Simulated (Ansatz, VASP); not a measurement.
# MgS: VASP beside Ansatz

```
Mg S
1.0
     1.77020   -3.97159    0.00000
     1.77020    3.97159    0.00000
     0.00000    0.00000    3.47950
Mg S
1 1
Direct
  0.50000 0.50000 0.50000
  0.00000 0.00000 0.00000
```

Change from the starting cell: species swapped into the TiMo type (Cmmm, No. 65).

Alike in both runs: functional PBE; k mesh 8 × 8 × 8; occupations gaussian, width 0.02 eV; no spin polarisation.

Ansatz relaxed the structure, and its values are those at the end. VASP's run is a single point on that final structure, the one shown.

```csv
,VASP,Ansatz
version,VASP 6.6.1,Ansatz 0.2.0
potentials or method,"VASP PAW PBE potentials, release 64 (Mg, S), cutoff 520 eV","scalar-relativistic, plane waves, PAW"
valence electrons in the cell,8,16
```

Ansatz gave:

| Quantity | Value |
| --- | --- |
| gap on the k mesh at the Fermi level (eV) | 2.06 |
| least direct gap on the mesh (eV) | 2.44 |
| pressure (GPa) | 0.0 |

Problem. What did VASP give for the same quantities?

Solution. gap on the k mesh at the Fermi level (eV): 2.06; least direct gap on the mesh (eV): 2.43; pressure (GPa): -0.1.

VASP's potentials hold 8 valence electrons a cell and Ansatz's 16, so a difference there can come from the potentials and not from the codes.
